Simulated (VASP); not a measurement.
Cu, 1 atom in the cell. The structure is tetragonal, space group I4/mmm (No. 139). The conventional cell has a = 2.352 Å, b = 2.352 Å, c = 3.904 Å, α = 90.00°, β = 90.00°, γ = 90.00°. Cu (site symmetry 4/mmm) has 12 Cu at 2.35 to 2.56 Å within 3.1 Å.  This cell differs from its parent crystal: strain -0.080 along x and y, +0.080 along z.

| Property | Result |
| --- | --- |
| Program | VASP 6.6.1 |
| Task | single point |
| Functional | PBEsol |
| Potentials or basis | VASP PAW PBE potentials, release 64 (Cu) |
| Cutoff | 520 eV |
| k mesh | 22 × 22 × 22 |
| Occupations | gaussian, width 0.15 eV |
| Spin | no spin polarisation |
| Dipole correction | no |
| Further INCAR settings | ALGO = Normal; EDIFF = 1e-06; NBANDS = 12 |

Potentials or basis: VASP PAW PBE potentials, release 64 (Cu).

The run is started by

```console
$ cat potpaw_PBE.64/Cu/POTCAR > POTCAR
$ mpirun -np 1 vasp_std > vasp.out
```

Hardware: 1 thread of Intel(R) Xeon(R) Platinum 8559C (Emerald Rapids) (shared host).

**Question.** How long does it take, and how much memory?

**Answer.** It took 46 s on 1 thread of Intel(R) Xeon(R) Platinum 8559C (Emerald Rapids), on a shared host, peak memory 0.21 GiB. Counts: scf iterations 11, k points 834.
